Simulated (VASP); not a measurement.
Write the native input for VASP 6.6.1 that does the following.

```
Task                   : single point
Functional             : PBE
Potentials or basis    : VASP PAW PBE potentials, release 64 (Si, S)
Cutoff                 : 500 eV
k mesh                 : 5 × 5 × 3
Occupations            : gaussian, width 0.2 eV
Spin                   : no spin polarisation
Dipole correction      : no
Further INCAR settings : ALGO = Normal; EDIFF = 1e-06; NBANDS = 19
```

The structure of Si4S lies in POSCAR:

```
Si4S
1.0
    5.1551225819     -0.0000000038      0.0000000000
   -2.5775612877      4.4644671175      0.0000000000
    0.0000000000      0.0000000000      4.7479155201
Si S
4 1
Direct
    0.5000000000      0.0000000000      0.5000000000
    0.0000000000      0.5000000000      0.5000000000
    0.5000000000      0.5000000000      0.5000000000
    0.0000000000      0.0000000000      0.0000000000
    0.0000000000      0.0000000000      0.5000000000
```

One way to write it, as run:

INCAR

```
SYSTEM = Si4S
PREC = Accurate ; ENCUT = 500
EDIFF = 1E-6 ; ISMEAR = 0
SIGMA = 0.2 ; LREAL = .FALSE.
LASPH = .TRUE. ; NELM = 120
ALGO = Normal ; ISIF = 2
LWAVE = .FALSE. ; LCHARG = .TRUE.
GGA = PE ; LELF = .TRUE.
LVHAR = .TRUE. ; NBANDS = 19
GGA_COMPAT = .FALSE.
```

KPOINTS

```
regular mesh
0
G
  5 5 3
  0 0 0
```

Potentials or basis: VASP PAW PBE potentials, release 64 (Si, S).

Command:

```bash
$ cat potpaw_PBE.64/Si/POTCAR potpaw_PBE.64/S/POTCAR > POTCAR
$ mpirun -np 1 vasp_std > vasp.out
```

Results of the run:

* Pressure: 0.3 GPa
* Band gap on the k mesh: zero (band 11 reaches 6.65 eV, above the bottom of band 12 at 4.88 eV)

Caveat: the k points lie up to 0.44 Å⁻¹ apart.

It took 19 s on 1 thread of Intel(R) Xeon(R) Platinum 8488C (Sapphire Rapids), on a shared host, peak memory 0.22 GiB.
